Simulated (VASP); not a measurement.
The system is I.

```
CELL_PARAMETERS angstrom
0.00000 2.33363 3.85700
2.16262 0.00000 3.85700
2.16262 2.33363 0.00000
ATOMIC_POSITIONS crystal
I 0.00000 0.00000 0.00000
```

Program: VASP 6.6.1. Alike in all runs: task single point; potentials or basis VASP PAW PBE potentials, release 64 (I); no spin polarisation; cell as given; k mesh 9 × 9 × 9; cutoff (eV) 520; smearing fermi-dirac 0.05 eV.

Question: Order these runs on this cell by their pressure, lowest first.
A. level PBE
B. level BLYP
C. level PBEsol

Answer: C (-0.4 GPa), A (1.6 GPa), B (4.6 GPa).

Caveats: an odd number of electrons without spin polarisation forces a metal; a magnetic or distorted state may lie lower; the PAW data sets were made with another functional, which shifts forces and pressure a little (some runs).
